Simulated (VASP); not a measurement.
# Ge (Immm) in VASP: notebook

Ge is run at these levels: PBE; tasks: single point, relaxation of cell and atoms.

Everything below comes from runs of VASP 6.6.1. Logs are shortened: lines on timing, memory, paths and dates and some standing lists are left out, and cuts for length are marked.

## Step 1: The cell of the first run

Symmetry: Immm, No. 71, orthorhombic system. The conventional cell has a = 3.008 Å, b = 3.035 Å, c = 4.135 Å, α = 90.00°, β = 90.00°, γ = 90.00°. Ge (site symmetry mmm) has 12 Ge at 2.97 to 3.04 Å within 3.9 Å.

The cell was generated, and may not be a known phase.

## Step 2: Single point, PBE

The input, INCAR:

```
SYSTEM = Ge
  PREC = Accurate
  ENCUT = 520
  EDIFF = 1E-6
  ISMEAR = 0
  SIGMA = 0.1
  LREAL = .False.
  LASPH = .True.
  NELM = 100
  ALGO = Normal
  ISIF = 2
  LWAVE = .False.
  LCHARG = .False.
  GGA = PE
  NBANDS = 13
```

The input, KPOINTS:

```
regular mesh
0
Gamma
  8 8 8
  0 0 0
```

The input, POSCAR:

```
Ge
1.0
   -1.5042225900      1.5177214000      2.0676248700
    1.5042225900     -1.5177214000      2.0676248700
    1.5042225900      1.5177214000     -2.0676248700
Ge
1
Direct
    0.0000000000      0.5000000000      0.5000000000
```

Potentials or basis: VASP PAW PBE potentials, release 64 (Ge_d).

Run with:

```sh
$ cat potpaw_PBE.64/Ge_d/POTCAR > POTCAR
$ mpirun -np 1 vasp_std > vasp.out
```

OUTCAR:

```text
SYSTEM = Ge
   PREC = Accurate
   ENCUT = 520
   EDIFF = 1E-6
   ISMEAR = 0
   LREAL = .False.
   LASPH = .True.
   NELM = 100
   ISIF = 2
   GGA = PE

 ion  position               nearest neighbor table
   1  0.000  0.500  0.500-

  LATTYP: Found a body centered orthorhombic cell.
 ALAT       =     3.0084451800
 B/A-ratio  =     1.0089739445
 C/A-ratio  =     1.3745471473

  Lattice vectors:

 A1 = (  -1.5042225900,   1.5177214000,   2.0676248700)
 A2 = (   1.5042225900,  -1.5177214000,   2.0676248700)
 A3 = (   1.5042225900,   1.5177214000,  -2.0676248700)

Analysis of symmetry for initial positions (statically):
=====================================================================
 Subroutine PRICEL returns:
 Original cell was already a primitive cell.

 Routine SETGRP: Setting up the symmetry group for a
 body centered orthorhombic supercell.

 Subroutine GETGRP returns: Found  8 space group operations
 (whereof  8 operations were pure point group operations)
 out of a pool of  8 trial point group operations.

The static configuration has the point symmetry D_2h.

Analysis of symmetry for dynamics (positions and initial velocities):
=====================================================================
 Subroutine PRICEL returns:
 Original cell was already a primitive cell.

 Routine SETGRP: Setting up the symmetry group for a
 body centered orthorhombic supercell.

 Subroutine GETGRP returns: Found  8 space group operations
 (whereof  8 operations were pure point group operations)
 out of a pool of  8 trial point group operations.

The dynamic configuration has the point symmetry D_2h.

 Subroutine INISYM returns: Found  8 space group operations
 (whereof  8 operations are pure point group operations),
 and found     1 'primitive' translations

----------------------------------------------------------------------------------------

                                     Primitive cell

  volume of cell :      18.8815

  direct lattice vectors                    reciprocal lattice vectors
    -1.504222590  1.517721400  2.067624870     0.000000000  0.329441227  0.241823363
     1.504222590 -1.517721400  2.067624870     0.332397614  0.000000000  0.241823363
     1.504222590  1.517721400 -2.067624870     0.332397614  0.329441227  0.000000000

  length of vectors
     2.973421674  2.973421674  2.973421674     0.408668644  0.411055608  0.467995401

  position of ions in fractional coordinates (direct lattice)
     0.000000000  0.500000000  0.500000000

  ion indices of the primitive-cell ions
   primitive index   ion index
                 1           1

----------------------------------------------------------------------------------------

 KPOINTS: regular mesh

Automatic generation of k-mesh.
 Grid dimensions read from file:
 generate k-points for:    8    8    8

 Generating k-lattice:

  Cartesian coordinates                     Fractional coordinates (reciprocal lattice)
     0.000000000  0.041180153  0.030227920     0.125000000  0.000000000  0.000000000
     0.041549702  0.000000000  0.030227920     0.000000000  0.125000000 -0.000000000
     0.041549702  0.041180153  0.000000000     0.000000000 -0.000000000  0.125000000

  Length of vectors
     0.051083581  0.051381951  0.058499425

  Shift w.r.t. Gamma in fractional coordinates (k-lattice)
     0.000000000  0.000000000  0.000000000

 Subroutine IBZKPT returns following result:
 ===========================================

 Found     95 irreducible k-points:

 Following reciprocal coordinates:
            Coordinates               Weight
  0.000000  0.000000  0.000000      1.000000
  0.125000  0.000000 -0.000000      4.000000
  0.250000  0.000000 -0.000000      4.000000
  0.375000  0.000000 -0.000000      4.000000
  0.500000  0.000000 -0.000000      2.000000
  0.000000  0.125000 -0.000000      4.000000
[... 16 lines left out ...]
  0.125000  0.375000 -0.000000      8.000000
  0.250000  0.375000 -0.000000      8.000000
 [... further k-points ...]
   k-points           NKPTS =     95   k-points in BZ     NKDIM =     95   number of bands    NBANDS=     13
   number of dos      NEDOS =    301   number of ions     NIONS =      1
   total plane-waves  NPLWV =  13824
   dimension x,y,z NGX =    24 NGY =   24 NGZ =   24
   dimension x,y,z NGXF=    48 NGYF=   48 NGZF=   48
   ions per type =               1
   NGX,Y,Z   is equivalent  to a cutoff of  13.42, 13.42, 13.42 a.u.
   NGXF,Y,Z  is equivalent  to a cutoff of  26.84, 26.84, 26.84 a.u.
 SYSTEM =  Ge
   PREC   = accura    normal or accurate (medium, high low for compatibility)
   ISTART =      0    job   : 0-new  1-cont  2-samecut
   ICHARG =      2    charge: 1-file 2-atom 10-const
   ISPIN  =      1    spin polarized calculation?
   LNONCOLLINEAR =      F non collinear calculations
   LSORBIT =      F    spin-orbit coupling
   LASPH  =      T    aspherical Exc in radial PAW
   ENCUT  =  520.0 eV  38.22 Ry    6.18 a.u.   5.53  5.53  5.53*2*pi/ulx,y,z
   NELM   =    100;   NELMIN=  2; NELMDL= -5     # of ELM steps
   EDIFF  = 0.1E-05   stopping-criterion for ELM
   LREAL  =      F    real-space projection
   EDIFFG = 0.1E-04   stopping-criterion for IOM
   NSW    =      0    number of steps for IOM
   IBRION =     -1    ionic relax: 0-MD 1-quasi-New 2-CG
   NFREE  =      0    steps in history (QN), initial steepest desc. (CG)
   ISIF   =      2    stress and relaxation
   ISYM   =      2    0-nonsym 1-usesym 2-fastsym
   POTIM  = 0.5000    time-step for ionic-motion
   TEBEG  =    0.0;   TEEND  =   0.0 temperature during run
   PSTRESS=    0.0 pullay stress
   NELECT =      14.0000    total number of electrons
   NUPDOWN=      -1.0000    fix difference up-down
   EMIN   =  10.00;   EMAX   =-10.00  energy-range for DOS
   EFERMI =   0.00;   METHOD = LEGACY
   ISMEAR =     0;   SIGMA  =   0.10  broadening in eV -4-tet -1-fermi 0-gaus
   EFERMI_NEDOS =   21; number of points for ismear=-14 and -15
   IALGO  =     38    algorithm
   IMIX   =      4    mixing-type and parameters
     AMIX     =   0.40;   BMIX     =  1.00
     AMIX_MAG =   1.60;   BMIX_MAG =  1.00
  volume/ion in A,a.u.               =      18.88       127.42
  Fermi-wavevector in a.u.,A,eV,Ry     =   1.481741  2.800084 29.872346  2.195555
  Thomas-Fermi vector in A             =   2.595613
   LORBIT       =      0    0 simple, 1 ext, 2 COOP (PROOUT), +10 PAW based schemes
   GGA     = PE    functional components
   LHFCALC =     F    Hartree Fock is set to
   AEXX    =    0.0000 exact exchange contribution
   IVDW    =     0    specifies the selected vdW correction
   LEPSILON=     F    determine dielectric tensor
   LRPA    =     F    only Hartree local field effects (RPA)
 non-spin polarized calculation
 Gauss-broadening in eV      SIGMA  =   0.10
  energy-cutoff  :      520.00
  volume of cell :       18.88
 maximum number of plane-waves:       531
 NGX is ok and might be reduce to    24
   NGX = 11   NGY = 11   NGZ = 11

 number of electron      14.0000003 magnetization

 Free energy of the ion-electron system (eV)
  ---------------------------------------------------
  ext. energy  EPLUGINS =         0.00000000
  ---------------------------------------------------
  free energy    TOTEN  =        -4.19964501 eV

  energy without entropy =       -4.19789070  energy(sigma->0) =       -4.19876786

 E-fermi :   6.9114     XC(G=0): -11.2931

 val. band max:        6.8443143538   @ k =   0.1250   0.2500  -0.0000
 cond. band min:       6.9456201680   @ k =   0.2500  -0.1250   0.1250
 fundamental gap:      0.1013058141
 Fermi energy:         6.9113851162

 k-point     1 :       0.0000    0.0000    0.0000
  band No.  band energies     occupation
      1     -17.9384      2.00000
      2     -17.9348      2.00000
      3     -17.9210      2.00000
      4     -17.8875      2.00000
      5     -17.8767      2.00000
      6      -6.3765      2.00000
      7      15.6939      0.00000
      8      15.7482      0.00000
      9      15.9058      0.00000
     10      20.6531      0.00000
     11      20.9295      0.00000
     12      21.0441      0.00000
     13      21.8964      0.00000

 k-point     2 :       0.1250    0.0000   -0.0000
  band No.  band energies     occupation
      1     -17.9353      2.00000
      2     -17.9276      2.00000
      3     -17.9173      2.00000
      4     -17.8859      2.00000
      5     -17.8772      2.00000
      6      -5.9890      2.00000
      7      12.5823      0.00000
      8      15.2975      0.00000
      9      15.2998      0.00000
     10      19.6539      0.00000
     11      21.7683      0.00000
     12      21.7989      0.00000
     13      24.5482      0.00000

 k-point     3 :       0.2500    0.0000   -0.0000
  band No.  band energies     occupation
      1     -17.9330      2.00000
      2     -17.9229      2.00000
      3     -17.9143      2.00000
      4     -17.8694      2.00000
      5     -17.8682      2.00000
      6      -4.8301      2.00000
      7       7.9412      0.00000
      8      14.3423      0.00000
      9      14.6109      0.00000
     10      19.0304      0.00000
     11      21.1564      0.00000
     12      21.6989      0.00000
     13      23.5048      0.00000
[... 305 lines left out ...]
 k-point    23 :       0.1250    0.3750   -0.0000
  band No.  band energies     occupation
      1     -17.9329      2.00000
      2     -17.9245      2.00000
      3     -17.9104      2.00000
      4     -17.8480      2.00000
      5     -17.8418      2.00000
      6      -1.7821      2.00000
      7       3.0111      2.00000
      8      10.4666      0.00000
      9      13.5416      0.00000
     10      17.9709      0.00000
     11      20.3778      0.00000
     12      21.4275      0.00000
     13      24.8213      0.00000

 k-point    24 :       0.2500    0.3750   -0.0000
  band No.  band energies     occupation
      1     -17.9448      2.00000
      2     -17.8985      2.00000
      3     -17.8848      2.00000
      4     -17.8680      2.00000
      5     -17.8457      2.00000
      6      -0.1363      2.00000
      7       3.0568      2.00000
      8       6.6493      1.99979
      9      11.9311      0.00000
     10      15.8838      0.00000
     11      23.5841      0.00000
     12      24.9149      0.00000
     13      26.7565      0.00000

 [... further k-points ...]

------------------------ aborting loop because EDIFF is reached ----------------------------------------

  FORCE on cell =-STRESS in cart. coord.  units (eV):
  Direction    XX          YY          ZZ          XY          YZ          ZX
  --------------------------------------------------------------------------------------
  -------------------------------------------------------------------------------------
  Total        0.3976767      0.3618607      0.1035830     -0.0000000      0.0000000      0.0000000
  in kB       33.7446446     30.7054980      8.7894772     -0.0000000      0.0000000      0.0000000
  external PRESSURE =      24.4132066 kB  Pullay stress =       0.0000000 kB

 VOLUME and BASIS-vectors are now :
 -----------------------------------------------------------------------------
  energy-cutoff  :      520.00
  volume of cell :       18.88
      direct lattice vectors                 reciprocal lattice vectors
    -1.504222590  1.517721400  2.067624870     0.000000000  0.329441227  0.241823363
     1.504222590 -1.517721400  2.067624870     0.332397614  0.000000000  0.241823363
     1.504222590  1.517721400 -2.067624870     0.332397614  0.329441227  0.000000000

 POSITION                                       TOTAL-FORCE (eV/Angst)
 -----------------------------------------------------------------------------------
      1.50422      0.00000      0.00000         0.000000     -0.000000      0.000000
 -----------------------------------------------------------------------------------
    total drift:                                0.000000      0.000000     -0.000000

  FREE ENERGIE OF THE ION-ELECTRON SYSTEM (eV)
  ---------------------------------------------------
  free  energy   TOTEN  =        -4.1996450145 eV

  energy  without entropy=       -4.1978907048  energy(sigma->0) =       -4.19876786
```

Wall time 14 s (1 thread of Intel Xeon Platinum 8375C at 2.90GHz (Ice Lake), shared host); peak memory 0.14 GiB.

What came out:

```yaml
Free_energy: -4.1996 eV
Pressure: 2.4 GPa
Band_gap_on_the_k_mesh: zero (bands 7 and 8 overlap by 10.96 eV)
```

Stress tensor (GPa, compression positive):
```
3.37 0.00 0.00
0.00 3.07 0.00
0.00 0.00 0.88
```

## Step 3: Relaxation of cell and atoms, PBE

The input, INCAR:

```
SYSTEM = Ge
ALGO = Normal ; EDIFF = 1E-6
EDIFFG = -0.04 ; ENCUT = 600
GGA = PE ; IBRION = 2
ISIF = 3 ; ISMEAR = 0
LASPH = .TRUE. ; LCHARG = .FALSE.
LREAL = .FALSE. ; LWAVE = .FALSE.
NELM = 100 ; NSW = 90
PREC = Accurate ; SIGMA = 0.1
```

The input, KPOINTS:

```
k-points
0
G
  8 8 8
  0 0 0
```

POSCAR is that of step 2.

Potentials or basis: VASP PAW PBE potentials, release 64 (Ge_d).

Run with:

```sh
$ cat potpaw_PBE.64/Ge_d/POTCAR > POTCAR
$ mpirun -np 1 vasp_std > vasp.out
```

Wall time 2 min (1 thread of Intel Xeon Platinum 8375C at 2.90GHz (Ice Lake), shared host); peak memory 0.15 GiB.

Results (log left out):

```yaml
Free_energy: -4.2234 eV
Relaxed_volume: 19.34 Å³/atom
Relaxed_cell: a = 2.954 Å, b = 2.954 Å, c = 2.954 Å, α = 114.55°, β = 115.56°, γ = 98.81°
Space_group_after_relaxing_to_0.1_Å: I4/mmm (No. 139)
Energy_gained_by_relaxing: 23.7 meV/atom
Ionic_steps: 16
Pressure_after_relaxing: 0.0 GPa
Band_gap_on_the_k_mesh: zero (bands 7 and 8 overlap by 10.73 eV)
```

Stress tensor (GPa, compression positive):
```
-0.16  0.00  0.00
 0.00 -0.12  0.00
 0.00  0.00  0.16
```

Step by step:
```
step  energy change (eV)  largest force (eV/Å)  pressure (GPa)  volume (Å³)
   1              0.0000                0.0000            2.47        18.88
   2             -0.0070                0.0000           -0.35        19.69
   3             -0.0070                0.0000           -0.52        19.68
   4             -0.0071                0.0000           -0.25        19.63
   5             -0.0071                0.0000           -0.39        19.64
   6             -0.0084                0.0000           -0.63        19.61
   7             -0.0127                0.0000           -0.25        19.51
   8             -0.0228                0.0000            0.07        19.27
   9             -0.0227                0.0000           -0.01        19.33
  10             -0.0230                0.0000           -0.19        19.30
  11             -0.0220                0.0000            0.76        19.08
  12             -0.0235                0.0000            0.29        19.22
  13             -0.0236                0.0000           -0.34        19.41
  14             -0.0237                0.0000            0.28        19.32
  15             -0.0237                0.0000           -0.43        19.37
  16             -0.0237                0.0000           -0.04        19.34
```

Final structure:
```
Ge
1.0
    -1.59706    1.57508    1.92232
     1.59706   -1.57508    1.92232
     1.59706    1.57508   -1.92232
Ge
1
Direct
  0.00000 0.50000 0.50000
```

Levels at points of the mesh, in eV from the Fermi level:
| k point | band 4 | band 5 | band 6 | band 7 | band 8 | band 9 | band 10 | band 11 |
| --- | --- | --- | --- | --- | --- | --- | --- | --- |
| (0.00, 0.00, 0.00) | -24.71 | -24.67 | -12.97 | 8.61 | 8.76 | 8.99 | 13.64 | 14.03 |
| (0.50, 0.00, 0.00) | -24.66 | -24.64 | -7.71 | -5.33 | 5.30 | 7.31 | 10.54 | 10.94 |
| (0.00, 0.50, 0.00) | -24.67 | -24.64 | -7.84 | -5.37 | 5.53 | 7.56 | 10.80 | 11.26 |
| (0.50, 0.50, 0.00) | -24.66 | -24.62 | -6.45 | -4.67 | 2.99 | 4.20 | 7.44 | 7.59 |
| (0.50, 0.50, 0.50) | -24.63 | -24.63 | -3.90 | -2.83 | 0.94 | 1.30 | 4.76 | 5.59 |

The gap in the log of VASP goes by the Fermi energy; the results here count the filled bands.